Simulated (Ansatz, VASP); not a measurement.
# Ag in VASP and in Ansatz

```
CELL_PARAMETERS angstrom
-1.61426 1.61426 1.61426
1.61426 -1.61426 1.61426
1.61426 1.61426 -1.61426
ATOMIC_POSITIONS crystal
Ag 0.00000 0.00000 0.00000
```

Change from the starting cell: strain -0.025 along x and y, -0.025 along z, atoms carried along.

Alike in both runs: task single point; functional r2SCAN; k mesh 20 × 20 × 20; occupations gaussian, width 0.15 eV; no spin polarisation.

|  | VASP | Ansatz |
| --- | --- | --- |
| version | VASP 6.6.1 | Ansatz 0.2.0 |
| potentials or method | VASP PAW PBE potentials, release 64 (Ag), cutoff 520 eV | scalar-relativistic, plane waves, PAW |
| valence electrons in the cell | 11 | 19 |

```csv
,VASP,Ansatz,Ansatz less VASP
gap on the k mesh at the Fermi level (eV),none,none,-
pressure (GPa),4.1,3.9,-0.19
```

VASP's potentials were made for PBE, not for r2SCAN. A gap of «none» marks a metal or a gap that the smearing closes. VASP's potentials hold 11 valence electrons a cell and Ansatz's 19, so a difference there can come from the potentials and not from the codes.
